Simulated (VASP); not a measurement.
Here is a VASP 6.6.1 calculation.

Contents of INCAR:

```
SYSTEM = MgB2
  PREC = Accurate
  ENCUT = 520
  EDIFF = 1E-6
  ISMEAR = -1
  SIGMA = 0.1
  LREAL = .FALSE.
  LASPH = .TRUE.
  NELM = 100
  ALGO = Normal
  ISIF = 2
  LWAVE = .FALSE.
  LCHARG = .FALSE.
  GGA = PS
  NBANDS = 11
```

File KPOINTS:

```
regular mesh
0
G
  14 14 10
  0 0 0
```

Contents of POSCAR:

```
MgB2
1.0
    3.0646179365      0.0000000000      0.0000000000
   -1.5323089683      2.6540369859      0.0000000000
    0.0000000000      0.0000000000      3.4967150768
Mg B
1 2
Direct
    0.0000000000      0.0000000000      0.0000000000
    0.3333333333      0.6666666667      0.5000000000
    0.6666666667      0.3333333333      0.5000000000
```

Potentials or basis: VASP PAW PBE potentials, release 64 (Mg, B).

Launch:

```sh
$ cat potpaw_PBE.64/Mg/POTCAR potpaw_PBE.64/B/POTCAR > POTCAR
$ mpirun -np 1 vasp_std > vasp.out
```

What does it give for the pressure?

0.0 GPa.

Predict the band gap on the k mesh.

zero (band 4 reaches 6.75 eV, above the bottom of band 5 at 3.67 eV).

Stress tensor (GPa, compression positive):
```
 0.05  0.00  0.00
 0.00  0.05  0.00
 0.00  0.00 -0.16
```

Caveat: the PAW data sets were made with another functional, which shifts forces and pressure a little.
